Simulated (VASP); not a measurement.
# Rb (I4/mmm) in VASP: a series of runs

The runs below take Rb through single point, with PBEsol.

All numbers are computed with VASP 6.6.1; they aren't measurements. Logs are shortened: lines on timing, memory, paths and dates and some standing lists are left out, and cuts for length are marked.

## 1. The cell of the first run

Symmetry: I4/mmm, No. 139, tetragonal system. The conventional cell has a = 5.500 Å, b = 5.500 Å, c = 5.612 Å, α = 90.00°, β = 90.00°, γ = 90.00°.

## 2. Single point, PBEsol (equal xx and yy strain of -2 %)

File INCAR:

```
SYSTEM = Rb
ALGO = Normal
EDIFF = 1E-6
ENCUT = 520
GGA = PS
ISIF = 2
ISMEAR = -1
LASPH = .TRUE.
LCHARG = .FALSE.
LREAL = .FALSE.
LWAVE = .FALSE.
NBANDS = 10
NELM = 80
PREC = Accurate
SIGMA = 0.05
```

File KPOINTS:

```
k-points
0
G
  8 8 8
  0 0 0
```

File POSCAR:

```
Rb
1.0
   -2.7498800000      2.7498800000      2.8060000000
    2.7498800000     -2.7498800000      2.8060000000
    2.7498800000      2.7498800000     -2.8060000000
Rb
1
Direct
    0.0000000000      0.0000000000      0.0000000000
```

Potentials or basis: VASP PAW PBE potentials, release 64 (Rb_sv).

Launch:

```bash
> cat potpaw_PBE.64/Rb_sv/POTCAR > POTCAR
> mpirun -np 1 vasp_std > vasp.out
```

OUTCAR:

```text
SYSTEM = Rb
   EDIFF = 1E-6
   ENCUT = 520
   GGA = PS
   ISIF = 2
   ISMEAR = -1
   LASPH = .TRUE.
   LREAL = .FALSE.
   NELM = 80
   PREC = Accurate

 ion  position               nearest neighbor table
   1  0.000  0.000  0.000-

  LATTYP: Found a body centered tetragonal cell.
 ALAT       =     5.4997600000
 C/A-ratio  =     1.0204081633

  Lattice vectors:

 A1 = (  -2.7498800000,   2.7498800000,   2.8060000000)
 A2 = (   2.7498800000,  -2.7498800000,   2.8060000000)
 A3 = (   2.7498800000,   2.7498800000,  -2.8060000000)

Analysis of symmetry for initial positions (statically):
=====================================================================
 Subroutine PRICEL returns:
 Original cell was already a primitive cell.

 Routine SETGRP: Setting up the symmetry group for a
 body centered tetragonal supercell.

 Subroutine GETGRP returns: Found 16 space group operations
 (whereof 16 operations were pure point group operations)
 out of a pool of 16 trial point group operations.

The static configuration has the point symmetry D_4h.

Analysis of symmetry for dynamics (positions and initial velocities):
=====================================================================
 Subroutine PRICEL returns:
 Original cell was already a primitive cell.

 Routine SETGRP: Setting up the symmetry group for a
 body centered tetragonal supercell.

 Subroutine GETGRP returns: Found 16 space group operations
 (whereof 16 operations were pure point group operations)
 out of a pool of 16 trial point group operations.

The dynamic configuration has the point symmetry D_4h.

 Subroutine INISYM returns: Found 16 space group operations
 (whereof 16 operations are pure point group operations),
 and found     1 'primitive' translations

----------------------------------------------------------------------------------------

                                     Primitive cell

  volume of cell :      84.8741

  direct lattice vectors                    reciprocal lattice vectors
    -2.749880000  2.749880000  2.806000000     0.000000000  0.181826116  0.178189594
     2.749880000 -2.749880000  2.806000000     0.181826116  0.000000000  0.178189594
     2.749880000  2.749880000 -2.806000000     0.181826116  0.181826116  0.000000000

  length of vectors
     4.795551692  4.795551692  4.795551692     0.254582536  0.254582536  0.257140959

  position of ions in fractional coordinates (direct lattice)
     0.000000000  0.000000000  0.000000000

  ion indices of the primitive-cell ions
   primitive index   ion index
                 1           1

----------------------------------------------------------------------------------------

 KPOINTS: k-points

Automatic generation of k-mesh.
 Grid dimensions read from file:
 generate k-points for:    8    8    8

 Generating k-lattice:

  Cartesian coordinates                     Fractional coordinates (reciprocal lattice)
     0.000000000  0.022728265  0.022273699     0.125000000  0.000000000  0.000000000
     0.022728265  0.000000000  0.022273699     0.000000000  0.125000000  0.000000000
     0.022728265  0.022728265  0.000000000     0.000000000  0.000000000  0.125000000

  Length of vectors
     0.031822817  0.031822817  0.032142620

  Shift w.r.t. Gamma in fractional coordinates (k-lattice)
     0.000000000  0.000000000  0.000000000

 Subroutine IBZKPT returns following result:
 ===========================================

 Found     59 irreducible k-points:

 Following reciprocal coordinates:
            Coordinates               Weight
  0.000000  0.000000  0.000000      1.000000
  0.125000  0.000000  0.000000      8.000000
  0.250000  0.000000  0.000000      8.000000
  0.375000  0.000000  0.000000      8.000000
  0.500000  0.000000  0.000000      4.000000
  0.125000  0.125000  0.000000      8.000000
[... 16 lines left out ...]
  0.250000  0.125000  0.125000     16.000000
  0.375000  0.125000  0.125000      8.000000
 [... further k-points ...]
   k-points           NKPTS =     59   k-points in BZ     NKDIM =     59   number of bands    NBANDS=     10
   number of dos      NEDOS =    301   number of ions     NIONS =      1
   total plane-waves  NPLWV =  46656
   dimension x,y,z NGX =    36 NGY =   36 NGZ =   36
   dimension x,y,z NGXF=    72 NGYF=   72 NGZF=   72
   ions per type =               1
   NGX,Y,Z   is equivalent  to a cutoff of  12.48, 12.48, 12.48 a.u.
   NGXF,Y,Z  is equivalent  to a cutoff of  24.96, 24.96, 24.96 a.u.
 SYSTEM =  Rb
   PREC   = accura    normal or accurate (medium, high low for compatibility)
   ISTART =      0    job   : 0-new  1-cont  2-samecut
   ICHARG =      2    charge: 1-file 2-atom 10-const
   ISPIN  =      1    spin polarized calculation?
   LNONCOLLINEAR =      F non collinear calculations
   LSORBIT =      F    spin-orbit coupling
   LASPH  =      T    aspherical Exc in radial PAW
   ENCUT  =  520.0 eV  38.22 Ry    6.18 a.u.   8.92  8.92  8.92*2*pi/ulx,y,z
   NELM   =     80;   NELMIN=  2; NELMDL= -5     # of ELM steps
   EDIFF  = 0.1E-05   stopping-criterion for ELM
   LREAL  =      F    real-space projection
   EDIFFG = 0.1E-04   stopping-criterion for IOM
   NSW    =      0    number of steps for IOM
   IBRION =     -1    ionic relax: 0-MD 1-quasi-New 2-CG
   NFREE  =      0    steps in history (QN), initial steepest desc. (CG)
   ISIF   =      2    stress and relaxation
   ISYM   =      2    0-nonsym 1-usesym 2-fastsym
   POTIM  = 0.5000    time-step for ionic-motion
   TEBEG  =    0.0;   TEEND  =   0.0 temperature during run
   PSTRESS=    0.0 pullay stress
   NELECT =       9.0000    total number of electrons
   NUPDOWN=      -1.0000    fix difference up-down
   EMIN   =  10.00;   EMAX   =-10.00  energy-range for DOS
   EFERMI =   0.00;   METHOD = LEGACY
   ISMEAR =    -1;   SIGMA  =   0.05  broadening in eV -4-tet -1-fermi 0-gaus
   EFERMI_NEDOS =   21; number of points for ismear=-14 and -15
   IALGO  =     38    algorithm
   IMIX   =      4    mixing-type and parameters
     AMIX     =   0.40;   BMIX     =  1.00
     AMIX_MAG =   1.60;   BMIX_MAG =  1.00
  volume/ion in A,a.u.               =      84.87       572.76
  Fermi-wavevector in a.u.,A,eV,Ry     =   0.774873  1.464298  8.169325  0.600428
  Thomas-Fermi vector in A             =   1.877021
   LORBIT       =      0    0 simple, 1 ext, 2 COOP (PROOUT), +10 PAW based schemes
   GGA     = PS    functional components
   LHFCALC =     F    Hartree Fock is set to
   AEXX    =    0.0000 exact exchange contribution
   IVDW    =     0    specifies the selected vdW correction
   LEPSILON=     F    determine dielectric tensor
   LRPA    =     F    only Hartree local field effects (RPA)
 non-spin polarized calculation
  energy-cutoff  :      520.00
  volume of cell :       84.87
 maximum number of plane-waves:      2312
   NGX = 17   NGY = 17   NGZ = 17

 number of electron       9.0000000 magnetization

 Free energy of the ion-electron system (eV)
  ---------------------------------------------------
  ext. energy  EPLUGINS =         0.00000000
  ---------------------------------------------------
  free energy    TOTEN  =        -1.02337576 eV

  energy without entropy =       -1.01270978  energy(sigma->0) =       -1.01804277

 E-fermi :   0.1226     XC(G=0):  -5.6972

 val. band max:        0.0975113831   @ k =   0.5000   0.2500   0.0000
 cond. band min:       0.1600669701   @ k =   0.3750   0.1250   0.0000
 fundamental gap:      0.0625555870
 Fermi energy:         0.1226276381

 k-point     1 :       0.0000    0.0000    0.0000
  band No.  band energies     occupation
      1     -28.7163      2.00000
      2     -12.7555      2.00000
      3     -12.7555      2.00000
      4     -12.7554      2.00000
      5      -1.9669      2.00000
      6       3.8122      0.00000
      7       3.8122      0.00000
      8       3.9185      0.00000
      9       4.7687      0.00000
     10       4.9185      0.00000

 k-point     2 :       0.1250    0.0000    0.0000
  band No.  band energies     occupation
      1     -28.7154      2.00000
      2     -12.7740      2.00000
      3     -12.7613      2.00000
      4     -12.7554      2.00000
      5      -1.7724      2.00000
      6       3.4923      0.00000
      7       3.6156      0.00000
      8       4.0544      0.00000
      9       4.5310      0.00000
     10       4.8187      0.00000

 k-point     3 :       0.2500    0.0000    0.0000
  band No.  band energies     occupation
      1     -28.7134      2.00000
      2     -12.8180      2.00000
      3     -12.7755      2.00000
      4     -12.7553      2.00000
      5      -1.2199      2.00000
      6       2.5870      0.00000
      7       3.1809      0.00000
      8       4.5927      0.00000
      9       4.6184      0.00000
     10       4.7844      0.00000

 k-point     4 :       0.3750    0.0000    0.0000
  band No.  band energies     occupation
      1     -28.7113      2.00000
      2     -12.8609      2.00000
      3     -12.7895      2.00000
      4     -12.7552      2.00000
      5      -0.4061      1.99995
      6       1.6409      0.00000
      7       2.8533      0.00000
      8       4.6261      0.00000
      9       4.9908      0.00000
     10       5.4511      0.00000
[... 222 lines left out ...]
 k-point    22 :       0.1250    0.1250    0.1250
  band No.  band energies     occupation
      1     -28.7124      2.00000
      2     -12.8360      2.00000
      3     -12.7708      2.00000
      4     -12.7697      2.00000
      5      -0.8615      2.00000
      6       2.4724      0.00000
      7       2.5210      0.00000
      8       4.6514      0.00000
      9       4.9758      0.00000
     10       5.0415      0.00000

 k-point    23 :       0.2500    0.1250    0.1250
  band No.  band energies     occupation
      1     -28.7109      2.00000
      2     -12.8552      2.00000
      3     -12.7931      2.00000
      4     -12.7717      2.00000
      5      -0.0638      1.95308
      6       1.7431      0.00000
      7       2.2343      0.00000
      8       4.3124      0.00000
      9       5.2205      0.00000
     10       5.3680      0.00000

 k-point    24 :       0.3750    0.1250    0.1250
  band No.  band energies     occupation
      1     -28.7102      2.00000
      2     -12.8597      2.00000
      3     -12.8058      2.00000
      4     -12.7724      2.00000
      5       0.7233      0.00001
      6       1.0307      0.00000
      7       2.1448      0.00000
      8       3.9697      0.00000
      9       5.3961      0.00000
     10       5.5429      0.00000

 [... further k-points ...]

------------------------ aborting loop because EDIFF is reached ----------------------------------------

  FORCE on cell =-STRESS in cart. coord.  units (eV):
  Direction    XX          YY          ZZ          XY          YZ          ZX
  --------------------------------------------------------------------------------------
  -------------------------------------------------------------------------------------
  Total        0.0311975      0.0311975      0.0389497      0.0000000      0.0000000     -0.0000000
  in kB        0.5889185      0.5889185      0.7352578      0.0000000      0.0000000     -0.0000000
  external PRESSURE =       0.6376983 kB  Pullay stress =       0.0000000 kB

 VOLUME and BASIS-vectors are now :
 -----------------------------------------------------------------------------
  energy-cutoff  :      520.00
  volume of cell :       84.87
      direct lattice vectors                 reciprocal lattice vectors
    -2.749880000  2.749880000  2.806000000     0.000000000  0.181826116  0.178189594
     2.749880000 -2.749880000  2.806000000     0.181826116  0.000000000  0.178189594
     2.749880000  2.749880000 -2.806000000     0.181826116  0.181826116  0.000000000

 POSITION                                       TOTAL-FORCE (eV/Angst)
 -----------------------------------------------------------------------------------
      0.00000      0.00000      0.00000         0.000000     -0.000000      0.000000
 -----------------------------------------------------------------------------------
    total drift:                               -0.000000      0.000000      0.000000

  FREE ENERGIE OF THE ION-ELECTRON SYSTEM (eV)
  ---------------------------------------------------
  free  energy   TOTEN  =        -1.0233757562 eV

  energy  without entropy=       -1.0127097782  energy(sigma->0) =       -1.01804277
```

Run time: 12 s. Hardware: 1 thread of Intel Xeon 6975P-C (Granite Rapids), shared host; peak memory 0.22 GiB.

Results:

| Quantity | Value |
| --- | --- |
| Free energy | -1.0234 eV |
| Pressure | 0.1 GPa |

Caveat: the cell differs from its parent crystal (equal xx and yy strain of -2 %); the PAW data sets were made with another functional, which shifts forces and pressure a little.

## 3. Single point, PBEsol (zz strain of -2 %)

File INCAR:

```
ALGO = Normal ; EDIFF = 1E-6
ENCUT = 520 ; GGA = PS
ISIF = 2 ; ISMEAR = -1
LASPH = True ; LCHARG = False
LREAL = False ; LWAVE = False
NBANDS = 10 ; NELM = 60
PREC = Accurate ; SIGMA = 0.05
```

File KPOINTS:

```
k-points
0
Gamma
  8 8 8
```

File POSCAR:

```
Rb
1.0
   -2.8060000000      2.8060000000      2.7498800000
    2.8060000000     -2.8060000000      2.7498800000
    2.8060000000      2.8060000000     -2.7498800000
Rb
1
Direct
    0.0000000000      0.0000000000      0.0000000000
```

Potentials or basis: VASP PAW PBE potentials, release 64 (Rb_sv).

Launch:

```bash
> cat potpaw_PBE.64/Rb_sv/POTCAR > POTCAR
> mpirun -np 1 vasp_std > vasp.out
```

Wall time 11 s (1 thread of Intel Xeon 6975P-C (Granite Rapids), shared host); peak memory 0.22 GiB.

It converged, with:

```yaml
Free_energy: -1.0237 eV
Pressure: 0.0 GPa
```

Levels at points of the mesh, in eV from the Fermi level:
```tsv
k point	band 1	band 2	band 3	band 4	band 5	band 6	band 7	band 8	band 9
(0.00, 0.00, 0.00)	-28.85	-12.89	-12.89	-12.89	-2.06	3.64	3.74	3.74	4.61
(0.50, 0.00, 0.00)	-28.84	-13.01	-12.93	-12.89	0.22	0.81	2.54	4.37	5.25
(0.50, 0.50, 0.00)	-28.84	-13.01	-12.93	-12.89	0.18	0.77	2.65	4.29	5.28
(0.50, 0.50, 0.50)	-28.84	-12.97	-12.97	-12.97	1.18	1.24	3.28	3.28	3.49
```

Caveat: the cell differs from its parent crystal (zz strain of -2 %); the PAW data sets were made with another functional, which shifts forces and pressure a little.

## 4. Single point, PBEsol (equal xx and yy strain of -1 %)

File INCAR:

```
PREC = Accurate ; ENCUT = 520
EDIFF = 1E-6 ; ISMEAR = -1
SIGMA = 0.05 ; LREAL = F
LASPH = T ; NELM = 60
ALGO = Normal ; ISIF = 2
LWAVE = F ; LCHARG = T
GGA = PS ; LELF = T
LVHAR = T ; NBANDS = 10
```

File KPOINTS:

```
Automatic mesh
0
Gamma
  8 8 8
```

File POSCAR:

```
Rb
1.0
   -2.7779400000      2.7779400000      2.8060000000
    2.7779400000     -2.7779400000      2.8060000000
    2.7779400000      2.7779400000     -2.8060000000
Rb
1
Direct
    0.0000000000      0.0000000000      0.0000000000
```

Launch:

```bash
> cat potpaw_PBE.64/Rb_sv/POTCAR > POTCAR
> mpirun -np 1 vasp_std > vasp.out
```

Run time: 12 s. Hardware: 1 thread of Intel Xeon 6975P-C (Granite Rapids), shared host; peak memory 0.22 GiB.

The run converged. Its results:

```
Free energy : -1.0237 eV
Pressure    : 0.0 GPa
```

Levels at points of the mesh, in eV from the Fermi level:
```
           k point  band 1  band 2  band 3  band 4  band 5  band 6  band 7  band 8
(0.00, 0.00, 0.00)  -28.85  -12.89  -12.89  -12.89   -2.06    3.69    3.69    3.74
(0.50, 0.00, 0.00)  -28.84  -13.01  -12.93  -12.89    0.20    0.79    2.59    4.33
(0.50, 0.50, 0.00)  -28.84  -13.01  -12.93  -12.89    0.22    0.81    2.54    4.37
(0.50, 0.50, 0.50)  -28.84  -12.97  -12.97  -12.97    1.20    1.23    3.28    3.38
```

Caveat: the cell differs from its parent crystal (equal xx and yy strain of -1 %); the PAW data sets were made with another functional, which shifts forces and pressure a little.

## 5. The runs side by side

| cell | gap on the mesh (eV) | pressure (GPa) |
| --- | --- | --- |
| a = 4.796 Å, angles 110.0, 110.0, 108.4°, 1 atom | none | 0.1 |
| a = 4.828 Å, angles 108.9, 108.9, 110.6°, 1 atom | none | 0.0 |
| a = 4.828 Å, angles 109.7, 109.7, 108.9°, 1 atom | none | 0.0 |

Alike in all rows: task single point; level PBEsol; potentials or basis VASP PAW PBE potentials, release 64 (Rb_sv); no spin polarisation; k mesh 8 × 8 × 8; cutoff (eV) 520; smearing fermi-dirac 0.05 eV.

Caveats: the PAW data sets were made with another functional, which shifts forces and pressure a little.

Absolute energies hang on the potentials; compare differences alone.
